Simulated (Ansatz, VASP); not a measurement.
Two plane-wave programs on BAs

Contents of INCAR:

```
SYSTEM = BAs
PREC     = Accurate       ! precision mode
ENCUT    = 520            ! plane-wave cutoff, eV
EDIFF    = 1E-8           ! SCF threshold, eV
ISMEAR   = -1             ! smearing method
SIGMA    = 0.03           ! smearing width, eV
LREAL    = .False.        ! projectors in reciprocal space
LASPH    = .True.         ! aspherical terms in the spheres
NELM     = 80             ! most SCF steps
ALGO     = Normal         ! electronic algorithm
ISIF     = 2              ! what is computed and relaxed
LWAVE    = .False.        ! write WAVECAR
LCHARG   = .False.        ! write CHGCAR
GGA      = PE             ! functional
LEFG     = .True.       
NBANDS   = 11             ! bands
```

File KPOINTS:

```
Automatic mesh
0
Gamma
  15 15 15
  0 0 0
```

File POSCAR:

```
BAs
1.0
    0.0000000000      2.3168450000      2.3885000000
    2.3168450000      0.0000000000      2.3885000000
    2.3168450000      2.3168450000      0.0000000000
B As
1 1
Direct
    0.0000000000      0.0000000000      0.0000000000
    0.7500000000      0.7500000000      0.7500000000
```

Input for Ansatz:

```yaml
crystal:
  lattice:
    - [0.0, 2.316845, 2.3885]
    - [2.316845, 0.0, 2.3885]
    - [2.316845, 2.316845, 0.0]
  atoms:
    - { symbol: B, position: [0.0, 0.0, 0.0] }
    - { symbol: As, position: [0.75, 0.75, 0.75] }
kpoints:
  mp_grid: { grid: [15, 15, 15] }
scf:
  occupations: { method: fermi_dirac, width: 0.03 }
hamiltonian:
  xc: pbe
  pseudopotentials: { kind: paw }
output:
  forces: true
  stress: true
  eigenvalues: true
  efg: { contact_densities: true }
```

Change from the starting cell: equal xx and yy strain of -3 %, PAW files.

Alike in both runs: task electric field gradients; functional PBE; k mesh 15 × 15 × 15; occupations fermi-dirac, width 0.03 eV; no spin polarisation.

|  | VASP | Ansatz |
| --- | --- | --- |
| version | VASP 6.6.1 | Ansatz 0.2.0 |
| potentials or method | VASP PAW PBE potentials, release 64 (B, As) | PAW with Ansatz's default frozen-core files, scalar-relativistic |
| plane-wave cutoff (eV) | 520 | 420 |
| valence electrons in the cell | 8 | 18 |

|  | VASP | Ansatz | Ansatz less VASP |
| --- | --- | --- | --- |
| pressure (GPa) | 13.5 | 12.6 | -0.89 |
| traceless stress, the component that is largest in VASP (GPa) | -4.61 | -4.64 | -0.027 |
| size of Vzz on the site where it differs most (V/Å²) | 3.9 | 3.6 | -0.39 |

VASP's potentials hold 8 valence electrons a cell and Ansatz's 18, so a difference there can come from the potentials and not from the codes.
